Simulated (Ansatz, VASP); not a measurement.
**One calculation of Ti, two programs**

```
Ti
1.0
    -1.66562    1.66562    1.69023
     1.66562   -1.66562    1.69023
     1.66562    1.66562   -1.69023
Ti
1
Direct
  0.00000 0.00000 0.00000
```

Change from the starting cell: strain +0.015 along x and y, +0.030 along z, atoms carried along.

Alike in both runs: task single point; functional LDA; k mesh 20 × 20 × 20; occupations gaussian, width 0.15 eV; no spin polarisation.

|  | VASP | Ansatz |
| --- | --- | --- |
| version | VASP 6.6.1 | Ansatz 0.2.0 |
| potentials or method | VASP PAW LDA potentials, release 64 (Ti_sv), cutoff 520 eV | scalar-relativistic, plane waves, PAW |
| valence electrons in the cell | 12 | 12 |

```tsv
	VASP	Ansatz	Ansatz less VASP
gap on the k mesh at the Fermi level (eV)	none	none	-
pressure (GPa)	-15.1	-15.1	+0.03
traceless stress, the component that is largest in VASP (GPa)	0.23	0.23	+0.002
```

LDA's correlation is that of Perdew and Zunger in VASP and of Perdew and Wang (1992) in Ansatz. A gap of «none» marks a metal or a gap that the smearing closes.
